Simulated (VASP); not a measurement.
# DyW2 (F-43m) in VASP: a series of runs

The runs below take DyW2 through single point, with PBE.

Program: VASP 6.6.1. These are calculated values, not measurements. Logs are shortened: lines on timing, memory, paths and dates and some standing lists are left out, and cuts for length are marked.

### Step 1. The cell of the first run

The structure is cubic, space group F-43m (No. 216). Conventional cell: a = 6.429 Å, b = 6.429 Å, c = 6.429 Å, α = 90.00°, β = 90.00°, γ = 90.00°. Within 3.7 Å of Dy (site symmetry -43m) lie 10 W at 2.78 to 3.21 Å. Within 3.7 Å of W (site symmetry -43m) lie 4 W at 2.78 Å and 6 Dy at 3.21 Å. Within 3.7 Å of W (site symmetry -43m) lie 4 Dy at 2.78 Å and 4 W at 2.78 Å.

The cell was generated, and may not be a known phase.

### Step 2. Single point, PBE

Contents of INCAR:

```
PREC = Accurate
ENCUT = 500
EDIFF = 1E-6
ISMEAR = 0
SIGMA = 0.1
LREAL = F
LASPH = T
NELM = 200
ALGO = Normal
ISIF = 2
LWAVE = F
LCHARG = F
GGA = PE
NBANDS = 26
GGA_COMPAT = F
LMAXMIX = 6
```

Contents of KPOINTS:

```
Automatic mesh
0
Gamma
  4 4 4
```

Contents of POSCAR:

```
DyW2
1.0
    0.0000000000      3.2143730904      3.2143730904
    3.2143730904      0.0000000000      3.2143730904
    3.2143730904      3.2143730904      0.0000000000
Dy W
1 2
Direct
    0.5000000000      0.5000000000      0.5000000000
    0.0000000000      0.0000000000      0.0000000000
    0.2500000000      0.2500000000      0.2500000000
```

Potentials or basis: VASP PAW PBE potentials, release 64 (Dy_3, W_sv), 4f in core.

Launch:

```bash
cat potpaw_PBE.64/Dy_3/POTCAR potpaw_PBE.64/W_sv/POTCAR > POTCAR
mpirun -np 1 vasp_std > vasp.out
```

OUTCAR:

```text
PREC = Accurate
   ENCUT = 500
   EDIFF = 1E-6
   ISMEAR = 0
   LREAL = F
   LASPH = T
   NELM = 200
   ISIF = 2
   GGA = PE

 ion  position               nearest neighbor table
   1  0.500  0.500  0.500-   3 2.78   3 2.78   3 2.78   3 2.78   2 3.21   2 3.21   2 3.21   2 3.21
                             2 3.21   2 3.21
   2  0.000  0.000  0.000-   3 2.78   3 2.78   3 2.78   3 2.78   1 3.21   1 3.21   1 3.21   1 3.21
                             1 3.21   1 3.21
   3  0.250  0.250  0.250-   2 2.78   2 2.78   2 2.78   1 2.78   1 2.78   1 2.78   2 2.78   1 2.78

  LATTYP: Found a face centered cubic cell.
 ALAT       =     6.4287461808

  Lattice vectors:

 A1 = (   0.0000000000,   3.2143730904,   3.2143730904)
 A2 = (   3.2143730904,   0.0000000000,   3.2143730904)
 A3 = (   3.2143730904,   3.2143730904,   0.0000000000)

Analysis of symmetry for initial positions (statically):
=====================================================================
 Subroutine PRICEL returns:
 Original cell was already a primitive cell.

 Routine SETGRP: Setting up the symmetry group for a
 face centered cubic supercell.

 Subroutine GETGRP returns: Found 24 space group operations
 (whereof 24 operations were pure point group operations)
 out of a pool of 48 trial point group operations.

The static configuration has the point symmetry T_d .

Analysis of symmetry for dynamics (positions and initial velocities):
=====================================================================
 Subroutine PRICEL returns:
 Original cell was already a primitive cell.

 Routine SETGRP: Setting up the symmetry group for a
 face centered cubic supercell.

 Subroutine GETGRP returns: Found 24 space group operations
 (whereof 24 operations were pure point group operations)
 out of a pool of 48 trial point group operations.

The dynamic configuration has the point symmetry T_d .

 Subroutine INISYM returns: Found 24 space group operations
 (whereof 24 operations are pure point group operations),
 and found     1 'primitive' translations

----------------------------------------------------------------------------------------

                                     Primitive cell

  volume of cell :      66.4231

  direct lattice vectors                    reciprocal lattice vectors
     0.000000000  3.214373090  3.214373090    -0.155551327  0.155551327  0.155551327
     3.214373090  0.000000000  3.214373090     0.155551327 -0.155551327  0.155551327
     3.214373090  3.214373090  0.000000000     0.155551327  0.155551327 -0.155551327

  length of vectors
     4.545810019  4.545810019  4.545810019     0.269422802  0.269422802  0.269422802

  position of ions in fractional coordinates (direct lattice)
     0.500000000  0.500000000  0.500000000
     0.000000000  0.000000000  0.000000000
     0.250000000  0.250000000  0.250000000

  ion indices of the primitive-cell ions
   primitive index   ion index
                 1           1
                 2           2
                 3           3

----------------------------------------------------------------------------------------

 KPOINTS: Automatic mesh

Automatic generation of k-mesh.
 Grid dimensions read from file:
 generate k-points for:    4    4    4

 Generating k-lattice:

  Cartesian coordinates                     Fractional coordinates (reciprocal lattice)
    -0.038887832  0.038887832  0.038887832     0.250000000  0.000000000  0.000000000
     0.038887832 -0.038887832  0.038887832     0.000000000  0.250000000  0.000000000
     0.038887832  0.038887832 -0.038887832     0.000000000  0.000000000  0.250000000

  Length of vectors
     0.067355700  0.067355700  0.067355700

  Shift w.r.t. Gamma in fractional coordinates (k-lattice)
     0.000000000  0.000000000  0.000000000

 Subroutine IBZKPT returns following result:
 ===========================================

 Found      8 irreducible k-points:

 Following reciprocal coordinates:
            Coordinates               Weight
  0.000000  0.000000  0.000000      1.000000
  0.250000  0.000000  0.000000      8.000000
  0.500000  0.000000  0.000000      4.000000
  0.250000  0.250000  0.000000      6.000000
  0.500000  0.250000  0.000000     24.000000
 -0.250000  0.250000  0.000000     12.000000
  0.500000  0.500000  0.000000      3.000000
 -0.250000  0.500000  0.250000      6.000000
   k-points           NKPTS =      8   k-points in BZ     NKDIM =      8   number of bands    NBANDS=     26
   number of dos      NEDOS =    301   number of ions     NIONS =      3
   total plane-waves  NPLWV =  46656
   dimension x,y,z NGX =    36 NGY =   36 NGZ =   36
   dimension x,y,z NGXF=    72 NGYF=   72 NGZF=   72
   ions per type =               1   2
   NGX,Y,Z   is equivalent  to a cutoff of  13.17, 13.17, 13.17 a.u.
   NGXF,Y,Z  is equivalent  to a cutoff of  26.33, 26.33, 26.33 a.u.
 SYSTEM =  unknown system
   PREC   = accura    normal or accurate (medium, high low for compatibility)
   ISTART =      0    job   : 0-new  1-cont  2-samecut
   ICHARG =      2    charge: 1-file 2-atom 10-const
   ISPIN  =      1    spin polarized calculation?
   LNONCOLLINEAR =      F non collinear calculations
   LSORBIT =      F    spin-orbit coupling
   LASPH  =      T    aspherical Exc in radial PAW
   ENCUT  =  500.0 eV  36.75 Ry    6.06 a.u.   8.29  8.29  8.29*2*pi/ulx,y,z
   NELM   =    200;   NELMIN=  2; NELMDL= -5     # of ELM steps
   EDIFF  = 0.1E-05   stopping-criterion for ELM
   LREAL  =      F    real-space projection
   EDIFFG = 0.1E-04   stopping-criterion for IOM
   NSW    =      0    number of steps for IOM
   IBRION =     -1    ionic relax: 0-MD 1-quasi-New 2-CG
   NFREE  =      0    steps in history (QN), initial steepest desc. (CG)
   ISIF   =      2    stress and relaxation
   ISYM   =      2    0-nonsym 1-usesym 2-fastsym
   POTIM  = 0.5000    time-step for ionic-motion
   TEBEG  =    0.0;   TEEND  =   0.0 temperature during run
   PSTRESS=    0.0 pullay stress
   NELECT =      37.0000    total number of electrons
   NUPDOWN=      -1.0000    fix difference up-down
   EMIN   =  10.00;   EMAX   =-10.00  energy-range for DOS
   EFERMI =   0.00;   METHOD = LEGACY
   ISMEAR =     0;   SIGMA  =   0.10  broadening in eV -4-tet -1-fermi 0-gaus
   EFERMI_NEDOS =   21; number of points for ismear=-14 and -15
   IALGO  =     38    algorithm
   IMIX   =      4    mixing-type and parameters
     AMIX     =   0.40;   BMIX     =  1.00
     AMIX_MAG =   1.60;   BMIX_MAG =  1.00
  volume/ion in A,a.u.               =      22.14       149.41
  Fermi-wavevector in a.u.,A,eV,Ry     =   1.347005  2.545470 24.686707  1.814422
  Thomas-Fermi vector in A             =   2.474791
   LORBIT       =      0    0 simple, 1 ext, 2 COOP (PROOUT), +10 PAW based schemes
   GGA     = PE    functional components
   LHFCALC =     F    Hartree Fock is set to
   AEXX    =    0.0000 exact exchange contribution
   IVDW    =     0    specifies the selected vdW correction
   LEPSILON=     F    determine dielectric tensor
   LRPA    =     F    only Hartree local field effects (RPA)
 non-spin polarized calculation
 Gauss-broadening in eV      SIGMA  =   0.10
  energy-cutoff  :      500.00
  volume of cell :       66.42
 maximum number of plane-waves:      1708
 NGX is ok and might be reduce to    36
   NGX = 17   NGY = 17   NGZ = 17

 number of electron      36.9999998 magnetization

 Free energy of the ion-electron system (eV)
  ---------------------------------------------------
  ext. energy  EPLUGINS =         0.00000000
  ---------------------------------------------------
  free energy    TOTEN  =       -27.65317044 eV

  energy without entropy =      -27.63946365  energy(sigma->0) =      -27.64631705

 E-fermi :   5.9399     XC(G=0): -11.4490

 val. band max:        5.8759436784   @ k =   0.2500   0.0000   0.0000
 cond. band min:       6.2407815346   @ k =   0.5000   0.0000   0.0000
 fundamental gap:      0.3648378562
 Fermi energy:         5.9399002777

 k-point     1 :       0.0000    0.0000    0.0000
  band No.  band energies     occupation
      1     -67.5498      2.00000
      2     -67.0757      2.00000
      3     -31.8121      2.00000
      4     -31.8121      2.00000
      5     -31.8121      2.00000
      6     -31.2924      2.00000
[... 18 lines left out ...]
     25      10.9749      0.00000
     26      12.9284      0.00000

 k-point     2 :       0.2500    0.0000    0.0000
  band No.  band energies     occupation
      1     -67.5481      2.00000
      2     -67.0775      2.00000
      3     -31.8290      2.00000
      4     -31.8290      2.00000
      5     -31.8094      2.00000
      6     -31.2955      2.00000
[... 18 lines left out ...]
     25      10.1388      0.00000
     26      12.4021      0.00000

 k-point     3 :       0.5000    0.0000    0.0000
  band No.  band energies     occupation
      1     -67.5463      2.00000
      2     -67.0793      2.00000
      3     -31.8449      2.00000
      4     -31.8449      2.00000
      5     -31.8038      2.00000
      6     -31.3019      2.00000
[... 18 lines left out ...]
     25      10.1222      0.00000
     26      11.5520      0.00000

 k-point     4 :       0.2500    0.2500    0.0000
  band No.  band energies     occupation
      1     -67.5475      2.00000
      2     -67.0782      2.00000
      3     -31.8493      2.00000
      4     -31.8493      2.00000
      5     -31.7755      2.00000
      6     -31.3283      2.00000
[... 18 lines left out ...]
     25       9.7385      0.00000
     26      12.0029      0.00000

 k-point     5 :       0.5000    0.2500    0.0000
  band No.  band energies     occupation
      1     -67.5456      2.00000
      2     -67.0800      2.00000
      3     -31.8751      2.00000
      4     -31.8643      2.00000
      5     -31.7525      2.00000
      6     -31.3586      2.00000
[... 18 lines left out ...]
     25       9.6122      0.00000
     26      11.4489      0.00000

 k-point     6 :      -0.2500    0.2500    0.0000
  band No.  band energies     occupation
      1     -67.5463      2.00000
      2     -67.0794      2.00000
      3     -31.8706      2.00000
      4     -31.8451      2.00000
      5     -31.7718      2.00000
      6     -31.3403      2.00000
[... 18 lines left out ...]
     25       9.4319      0.00000
     26      11.7851      0.00000

 k-point     7 :       0.5000    0.5000    0.0000
  band No.  band energies     occupation
      1     -67.5450      2.00000
      2     -67.0806      2.00000
      3     -31.8827      2.00000
      4     -31.8827      2.00000
      5     -31.7315      2.00000
      6     -31.3743      2.00000
[... 18 lines left out ...]
     25       9.3904      0.00000
     26      10.8182      0.00000

 k-point     8 :      -0.2500    0.5000    0.2500
  band No.  band energies     occupation
      1     -67.5450      2.00000
      2     -67.0806      2.00000
      3     -31.8842      2.00000
      4     -31.8765      2.00000
      5     -31.7299      2.00000
      6     -31.3859      2.00000
[... 18 lines left out ...]
     25       9.3166      0.00000
     26      11.2560      0.00000

------------------------ aborting loop because EDIFF is reached ----------------------------------------

  FORCE on cell =-STRESS in cart. coord.  units (eV):
  Direction    XX          YY          ZZ          XY          YZ          ZX
  --------------------------------------------------------------------------------------
  -------------------------------------------------------------------------------------
  Total        0.1941812      0.1941812      0.1941812      0.0000000     -0.0000000      0.0000000
  in kB        4.6838050      4.6838050      4.6838050      0.0000000     -0.0000000      0.0000000
  external PRESSURE =       4.6838050 kB  Pullay stress =       0.0000000 kB

 VOLUME and BASIS-vectors are now :
 -----------------------------------------------------------------------------
  energy-cutoff  :      500.00
  volume of cell :       66.42
      direct lattice vectors                 reciprocal lattice vectors
     0.000000000  3.214373090  3.214373090    -0.155551327  0.155551327  0.155551327
     3.214373090  0.000000000  3.214373090     0.155551327 -0.155551327  0.155551327
     3.214373090  3.214373090  0.000000000     0.155551327  0.155551327 -0.155551327

 POSITION                                       TOTAL-FORCE (eV/Angst)
 -----------------------------------------------------------------------------------
      3.21437      3.21437      3.21437        -0.000000     -0.000000     -0.000000
      0.00000      0.00000      0.00000         0.000000      0.000000      0.000000
      1.60719      1.60719      1.60719        -0.000000     -0.000000     -0.000000
 -----------------------------------------------------------------------------------
    total drift:                               -0.000000     -0.000000     -0.000000

  FREE ENERGIE OF THE ION-ELECTRON SYSTEM (eV)
  ---------------------------------------------------
  free  energy   TOTEN  =       -27.6531704437 eV

  energy  without entropy=      -27.6394636498  energy(sigma->0) =      -27.64631705
```

Run time: 11 s. Hardware: 1 thread of Intel Xeon 6975P-C (Granite Rapids), shared host; peak memory 0.21 GiB.

What came out:

```
Free energy            : -27.6532 eV
Pressure               : 0.5 GPa
Band gap on the k mesh : zero (an odd number of electrons rules out a gap without spin polarisation)
```

Levels at points of the mesh, in eV from the Fermi level:
| k point | band 15 | band 16 | band 17 | band 18 | band 19 | band 20 | band 21 | band 22 |
| --- | --- | --- | --- | --- | --- | --- | --- | --- |
| (0.00, 0.00, 0.00) | -1.32 | -1.32 | -1.32 | -0.29 | -0.29 | -0.29 | 3.37 | 3.37 |
| (0.50, 0.00, 0.00) | -1.72 | -1.72 | -1.44 | -1.44 | 0.30 | 0.30 | 1.56 | 1.56 |
| (0.50, 0.50, 0.00) | -1.80 | -1.38 | -1.38 | -0.84 | 0.36 | 1.76 | 1.76 | 3.11 |

Caveat: the k points lie up to 0.42 Å⁻¹ apart, too coarse for converged energies and pressures of a metal; spin-orbit coupling is left out, which moves the levels of the heavy elements; the 4f electrons are frozen in the core, so they carry no moment and show no levels. Spin polarisation is off, so any magnetic state and its effect on volume and gap are missing.

(Part 1 of 2 ends here.)

The gap in the log of VASP goes by the Fermi energy; the results here count the filled bands.